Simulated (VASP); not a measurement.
The system is Ru3C2.

```
Ru C
1.0
     3.39752    0.00000    0.00000
    -1.69876    2.94234    0.00000
     0.00000    0.00000    5.28599
Ru C
3 2
Cartesian
  0.0000 0.0000 0.0000
  0.0000 1.9616 3.4095
  1.6988 0.9808 1.8765
  0.0000 1.9616 1.2951
  1.6988 0.9808 3.9909
```

```yaml
Program: VASP 6.6.1
Task: relaxation of cell and atoms
Functional: PBE
Potentials_or_basis: VASP PAW PBE potentials, release 64 (Ru_pv, C)
Cutoff: 600 eV
k_mesh: 6 × 6 × 4
Occupations: gaussian, width 0.1 eV
Spin: no spin polarisation
```

At the start: pressure 18.6 GPa; volume 10.57 Å³/atom.

Question: How do energy, volume and symmetry change on relaxing?

Answer: Over 15 steps the energy falls by 252.0 meV/atom and the volume is 11.21 Å³/atom (+6.1 %); space group P-3m1 (No. 164, to 0.05 Å).

Step by step:
```
step  energy change (eV)  largest force (eV/Å)  pressure (GPa)  volume (Å³)
   1              0.0000                3.0042           18.57        52.84
   2             -0.0130                0.3149          -27.76        62.73
   3             -0.4854                0.9390           -9.99        57.38
   4             -0.9454                1.5350            1.50        56.12
   5             -0.9454                1.5301            1.50        56.13
   6             -1.1682                0.7816            1.90        56.32
   7             -1.1688                0.7874            1.99        56.32
   8             -1.1973                0.3352           -6.21        57.37
   9             -1.2030                0.4274           -3.94        57.06
  10             -1.2358                0.2818           -0.11        55.98
  11             -1.2369                0.3193            0.83        55.73
  12             -1.2482                0.2010            0.55        55.81
  13             -1.2579                0.0407            0.09        55.97
  14             -1.2580                0.0305            0.13        55.96
  15             -1.2600                0.0059           -0.08        56.05
```

Final structure:
```yaml
crystal:
  lattice:
    - [3.23154, 0.00000, 0.00000]
    - [-1.61577, 2.79860, 0.00000]
    - [0.00000, 0.00000, 6.19781]
  atoms:
    - { symbol: Ru, position: [0.00000, 0.00000, 0.00000] }
    - { symbol: Ru, position: [0.33333, 0.66667, 0.67348] }
    - { symbol: Ru, position: [0.66667, 0.33333, 0.32652] }
    - { symbol: C, position: [0.33333, 0.66667, 0.21983] }
    - { symbol: C, position: [0.66667, 0.33333, 0.78017] }
```
